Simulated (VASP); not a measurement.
# TaF3 (Pm-3m) in VASP: further runs

TaF3 is run at these levels: PBE; tasks: single point, relaxation of cell and atoms.

All numbers are computed with VASP 6.6.1; they aren't measurements. Logs are shortened: lines on timing, memory, paths and dates and some standing lists are left out, and cuts for length are marked.

## (1) The cell of the first run

Symmetry: Pm-3m, No. 221, cubic system. Conventional cell: a = 4.126 Å, b = 4.126 Å, c = 4.126 Å, α = 90.00°, β = 90.00°, γ = 90.00°. Ta (site symmetry m-3m) has 6 F at 2.06 Å within 2.7 Å. Within 2.7 Å of F (site symmetry 4/mmm) lie 2 Ta at 2.06 Å.

## (2) Single point, PBE

File INCAR:

```
ALGO     = Normal         # electronic algorithm
EDIFF    = 1E-6           # SCF threshold, eV
ENCUT    = 600            # plane-wave cutoff, eV
GGA      = PE             # functional
GGA_COMPAT= False        
ISIF     = 2              # what is computed and relaxed
ISMEAR   = -1             # smearing method
LASPH    = True           # aspherical terms in the spheres
LCHARG   = False          # write CHGCAR
LREAL    = False          # projectors in reciprocal space
LWAVE    = False          # write WAVECAR
NBANDS   = 24             # bands
NELM     = 120            # most SCF steps
PREC     = Accurate       # precision mode
SIGMA    = 0.1            # smearing width, eV
```

File KPOINTS:

```
k-points
0
Gamma
  5 5 5
```

File POSCAR:

```
TaF3
1.0
    4.1257560462      0.0000000000      0.0000000000
    0.0000000000      4.1257560462      0.0000000000
    0.0000000000      0.0000000000      4.1257560462
Ta F
1 3
Direct
    0.0000000000      0.0000000000      0.0000000000
    0.0000000000      0.5000000000      0.0000000000
    0.5000000000      0.0000000000      0.0000000000
    0.0000000000      0.0000000000      0.5000000000
```

Potentials or basis: VASP PAW PBE potentials, release 64 (Ta_pv, F).

The run is started by

```sh
$ cat potpaw_PBE.64/Ta_pv/POTCAR potpaw_PBE.64/F/POTCAR > POTCAR
$ mpirun -np 1 vasp_std > vasp.out
```

OUTCAR:

```text
EDIFF = 1E-6
   ENCUT = 600
   GGA = PE
   ISIF = 2
   ISMEAR = -1
   LASPH = True
   LREAL = False
   NELM = 120
   PREC = Accurate

 ion  position               nearest neighbor table
   1  0.000  0.000  0.000-   2 2.06   3 2.06   4 2.06   4 2.06   2 2.06   3 2.06
   2  0.000  0.500  0.000-   1 2.06   1 2.06
   3  0.500  0.000  0.000-   1 2.06   1 2.06
   4  0.000  0.000  0.500-   1 2.06   1 2.06

  LATTYP: Found a simple cubic cell.
 ALAT       =     4.1257560462

  Lattice vectors:

 A1 = (   4.1257560462,   0.0000000000,   0.0000000000)
 A2 = (   0.0000000000,   4.1257560462,   0.0000000000)
 A3 = (   0.0000000000,   0.0000000000,   4.1257560462)

Analysis of symmetry for initial positions (statically):
=====================================================================
 Subroutine PRICEL returns:
 Original cell was already a primitive cell.

 Routine SETGRP: Setting up the symmetry group for a
 simple cubic supercell.

 Subroutine GETGRP returns: Found 48 space group operations
 (whereof 48 operations were pure point group operations)
 out of a pool of 48 trial point group operations.

The static configuration has the point symmetry O_h .

Analysis of symmetry for dynamics (positions and initial velocities):
=====================================================================
 Subroutine PRICEL returns:
 Original cell was already a primitive cell.

 Routine SETGRP: Setting up the symmetry group for a
 simple cubic supercell.

 Subroutine GETGRP returns: Found 48 space group operations
 (whereof 48 operations were pure point group operations)
 out of a pool of 48 trial point group operations.

The dynamic configuration has the point symmetry O_h .

 Subroutine INISYM returns: Found 48 space group operations
 (whereof 48 operations are pure point group operations),
 and found     1 'primitive' translations

----------------------------------------------------------------------------------------

                                     Primitive cell

  volume of cell :      70.2281

  direct lattice vectors                    reciprocal lattice vectors
     4.125756046  0.000000000  0.000000000     0.242379818  0.000000000  0.000000000
[... 69 lines left out ...]
   ISPIN  =      1    spin polarized calculation?
   LNONCOLLINEAR =      F non collinear calculations
   LSORBIT =      F    spin-orbit coupling
   LASPH  =      T    aspherical Exc in radial PAW
   ENCUT  =  600.0 eV  44.10 Ry    6.64 a.u.   8.24  8.24  8.24*2*pi/ulx,y,z
   NELM   =    120;   NELMIN=  2; NELMDL= -5     # of ELM steps
   EDIFF  = 0.1E-05   stopping-criterion for ELM
   LREAL  =      F    real-space projection
   EDIFFG = 0.1E-04   stopping-criterion for IOM
   NSW    =      0    number of steps for IOM
   IBRION =     -1    ionic relax: 0-MD 1-quasi-New 2-CG
   NFREE  =      0    steps in history (QN), initial steepest desc. (CG)
   ISIF   =      2    stress and relaxation
   ISYM   =      2    0-nonsym 1-usesym 2-fastsym
   POTIM  = 0.5000    time-step for ionic-motion
   TEBEG  =    0.0;   TEEND  =   0.0 temperature during run
   PSTRESS=    0.0 pullay stress
   NELECT =      32.0000    total number of electrons
   NUPDOWN=      -1.0000    fix difference up-down
   EMIN   =  10.00;   EMAX   =-10.00  energy-range for DOS
   EFERMI =   0.00;   METHOD = LEGACY
   ISMEAR =    -1;   SIGMA  =   0.10  broadening in eV -4-tet -1-fermi 0-gaus
   EFERMI_NEDOS =   21; number of points for ismear=-14 and -15
   IALGO  =     38    algorithm
   IMIX   =      4    mixing-type and parameters
     AMIX     =   0.40;   BMIX     =  1.00
     AMIX_MAG =   1.60;   BMIX_MAG =  1.00
  volume/ion in A,a.u.               =      17.56       118.48
  Fermi-wavevector in a.u.,A,eV,Ry     =   1.259760  2.380602 21.592394  1.586996
  Thomas-Fermi vector in A             =   2.393304
   LORBIT       =      0    0 simple, 1 ext, 2 COOP (PROOUT), +10 PAW based schemes
   GGA     = PE    functional components
   LHFCALC =     F    Hartree Fock is set to
   AEXX    =    0.0000 exact exchange contribution
   IVDW    =     0    specifies the selected vdW correction
   LEPSILON=     F    determine dielectric tensor
   LRPA    =     F    only Hartree local field effects (RPA)
 non-spin polarized calculation
  energy-cutoff  :      600.00
  volume of cell :       70.23
 maximum number of plane-waves:      2356
 NGX is ok and might be reduce to    36
   NGX = 17   NGY = 17   NGZ = 17

 number of electron      31.9999985 magnetization

 Free energy of the ion-electron system (eV)
  ---------------------------------------------------
  ext. energy  EPLUGINS =         0.00000000
  ---------------------------------------------------
  free energy    TOTEN  =       -26.85716731 eV

  energy without entropy =      -26.75157338  energy(sigma->0) =      -26.80437035

 E-fermi :   3.2153     XC(G=0):  -8.2867

 val. band max:        3.1511650449   @ k =   0.4000   0.2000   0.2000
 cond. band min:       3.3892863655   @ k =   0.4000   0.0000   0.0000
 fundamental gap:      0.2381213206
 Fermi energy:         3.2153013116

 k-point     1 :       0.0000    0.0000    0.0000
  band No.  band energies     occupation
      1     -33.6934      2.00000
      2     -33.6934      2.00000
      3     -33.6934      2.00000
      4     -24.3843      2.00000
      5     -24.1030      2.00000
      6     -24.1030      2.00000
[... 259 lines left out ...]
     23      10.1646      0.00000
     24      10.1646      0.00000

------------------------ aborting loop because EDIFF is reached ----------------------------------------

  FORCE on cell =-STRESS in cart. coord.  units (eV):
  Direction    XX          YY          ZZ          XY          YZ          ZX
  --------------------------------------------------------------------------------------
  -------------------------------------------------------------------------------------
  Total       -0.0278020     -0.0278020     -0.0278020      0.0000000      0.0000000      0.0000000
  in kB       -0.6342734     -0.6342734     -0.6342734      0.0000000      0.0000000      0.0000000
  external PRESSURE =      -0.6342734 kB  Pullay stress =       0.0000000 kB

 VOLUME and BASIS-vectors are now :
 -----------------------------------------------------------------------------
  energy-cutoff  :      600.00
  volume of cell :       70.23
      direct lattice vectors                 reciprocal lattice vectors
     4.125756046  0.000000000  0.000000000     0.242379818  0.000000000  0.000000000
     0.000000000  4.125756046  0.000000000     0.000000000  0.242379818  0.000000000
     0.000000000  0.000000000  4.125756046     0.000000000  0.000000000  0.242379818

 POSITION                                       TOTAL-FORCE (eV/Angst)
 -----------------------------------------------------------------------------------
      0.00000      0.00000      0.00000         0.000000      0.000000      0.000000
      0.00000      2.06288      0.00000         0.000000      0.000000      0.000000
      2.06288      0.00000      0.00000         0.000000      0.000000      0.000000
      0.00000      0.00000      2.06288         0.000000      0.000000      0.000000
 -----------------------------------------------------------------------------------
    total drift:                                0.000000      0.000000     -0.000000

  FREE ENERGIE OF THE ION-ELECTRON SYSTEM (eV)
  ---------------------------------------------------
  free  energy   TOTEN  =       -26.8571673061 eV

  energy  without entropy=      -26.7515733840  energy(sigma->0) =      -26.80437035
```

Wall time 14 s (1 thread of Intel Xeon Platinum 8375C at 2.90GHz (Ice Lake), shared host); peak memory 0.21 GiB.

What came out:

```
Free energy            : -26.8572 eV
Pressure               : -0.1 GPa
Band gap on the k mesh : zero (bands 16 and 17 overlap by 1.96 eV)
```

Levels at points of the mesh, in eV from the Fermi level:
```csv
k point,band 14,band 15,band 16,band 17,band 18,band 19
"(0.00, 0.00, 0.00)",-8.01,-8.01,-0.88,-0.88,-0.88,-0.08
```

Caveat: spin-orbit coupling is left out, which moves the levels of the heavy elements.

## (3) Relaxation of cell and atoms, PBE

This run uses another cell than the first one, of 18.08 Å³/atom.

File INCAR:

```
PREC = Accurate
ENCUT = 600
EDIFF = 1E-7
ISMEAR = -1
SIGMA = 0.1
LREAL = False
LASPH = True
NELM = 120
ALGO = Normal
ISIF = 3
LWAVE = False
LCHARG = False
GGA = PE
IBRION = 2
NSW = 80
EDIFFG = -0.01
GGA_COMPAT = False
NELMIN = 4
```

File KPOINTS:

```
regular mesh
0
Gamma
  5 5 5
```

File POSCAR:

```
TaF3
1.0
    4.1666460000      0.0000000000      0.0000000000
    0.0000000000      4.1666460000      0.0000000000
    0.0000000000      0.0000000000      4.1666460000
Ta F
1 3
Direct
    0.0000000000      0.0000000000      0.0000000000
    0.0000000000      0.5000000000      0.0000000000
    0.5000000000      0.0000000000      0.0000000000
    0.0000000000      0.0000000000      0.5000000000
```

Potentials or basis: VASP PAW PBE potentials, release 64 (Ta_pv, F).

The run is started by

```sh
$ cat potpaw_PBE.64/Ta_pv/POTCAR potpaw_PBE.64/F/POTCAR > POTCAR
$ mpirun -np 1 vasp_std > vasp.out
```

Wall time 45 s (1 thread of Intel Xeon Platinum 8375C at 2.90GHz (Ice Lake), shared host); peak memory 0.22 GiB.

Results (log left out):

- Free energy: -26.8622 eV
- Relaxed volume: 17.54 Å³/atom
- Relaxed cell: a = 4.124 Å, b = 4.124 Å, c = 4.124 Å, α = 90.00°, β = 90.00°, γ = 90.00°
- Space group after relaxing (to 0.1 Å): Pm-3m (No. 221)
- Energy gained by relaxing: 5.2 meV/atom
- Ionic steps: 3
- Pressure after relaxing: 0.0 GPa
- Band gap on the k mesh: zero (bands 16 and 17 overlap by 1.97 eV)

The path:
```csv
step,energy change (eV),largest force (eV/Å),pressure (GPa),volume (Å³)
1,0.0000,0.0000,-2.97,72.34
2,-0.0129,0.0000,2.00,68.89
3,-0.0207,0.0000,0.00,70.16
```

Final structure:
```
Ta F
1.0
     4.12449    0.00000    0.00000
     0.00000    4.12449    0.00000
     0.00000    0.00000    4.12449
Ta F
1 3
Cartesian
  0.0000 0.0000 0.0000
  0.0000 2.0622 0.0000
  2.0622 0.0000 0.0000
  0.0000 0.0000 2.0622
```

Levels at points of the mesh, in eV from the Fermi level:
```tsv
k point	band 13	band 14	band 15	band 16	band 17	band 18	band 19	band 20
(0.00, 0.00, 0.00)	-8.01	-8.01	-8.01	-0.88	-0.88	-0.88	-0.08	1.82
```

Caveat: spin-orbit coupling is left out, which moves the levels of the heavy elements.

The gap in the log of VASP goes by the Fermi energy; the results here count the filled bands.